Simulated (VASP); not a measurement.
Input of a VASP 6.6.1 run:

File INCAR:

```
SYSTEM = Ba
ALGO = Normal ; EDIFF = 1E-6
ENCUT = 520 ; GGA = PS
ISIF = 2 ; ISMEAR = -1
LASPH = .True. ; LCHARG = .True.
LELF = .True. ; LREAL = .False.
LVHAR = .True. ; LWAVE = .False.
NBANDS = 11 ; NELM = 60
PREC = Accurate ; SIGMA = 0.05
```

File KPOINTS:

```
Automatic mesh
0
Gamma
  7 7 7
  0.5 0.5 0.5
```

The input POSCAR:

```
Ba
1.0
    3.8025063762      0.0000000000      0.0000000000
    0.0000000000      3.8025063762      0.0000000000
    0.0000000000      0.0000000000      3.8025063762
Ba
1
Direct
    0.0000000000      0.0000000000      0.0000000000
```

Potentials or basis: VASP PAW PBE potentials, release 64 (Ba_sv).

Launch:

```sh
$ cat potpaw_PBE.64/Ba_sv/POTCAR > POTCAR
$ mpirun -np 1 vasp_std > vasp.out
```

Question: Predict the pressure.

Answer: 0.2 GPa.

Question: Estimate the band gap on the k mesh.

Answer: Zero (band 5 reaches 1.89 eV, above the bottom of band 6 at 1.77 eV).

Caveat: the PAW data sets were made with another functional, which shifts forces and pressure a little; spin-orbit coupling is left out, which moves the levels of the heavy elements.
